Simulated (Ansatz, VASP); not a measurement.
# Ba: VASP beside Ansatz

```xyz
1
Lattice="0.0000 3.2327 3.2327 3.2327 0.0000 3.2327 3.2327 3.2327 0.0000" Properties=species:S:1:pos:R:3 pbc="T T T"
Ba    0.0000    0.0000    0.0000
```

Alike in both runs: functional r2SCAN; dispersion rVV10; k mesh 7 × 7 × 7; occupations tetrahedron; no spin polarisation.

```csv
,VASP,Ansatz
version,VASP 6.6.1,Ansatz 0.2.0
potentials or method,"VASP PAW PBE potentials, release 64 (Ba_sv)",SSSP efficiency PAW
plane-wave cutoff (eV),550,408
valence electrons in the cell,10,10
task,single point,electron localisation function
```

```tsv
	VASP	Ansatz	Ansatz less VASP
gap on the k mesh at the Fermi level (eV)	0.09	0.09	+0.001
least direct gap on the mesh (eV)	0.34	0.34	-0.001
pressure (GPa)	-0.2	-0.2	-0.07
```

VASP's potentials were made for PBE, not for r2SCAN.

Spin-orbit coupling is off throughout. Noted on Ansatz's run: odd divisions of the mesh miss points on the zone boundary, where band edges often lie, so the gap on the mesh can be too wide.
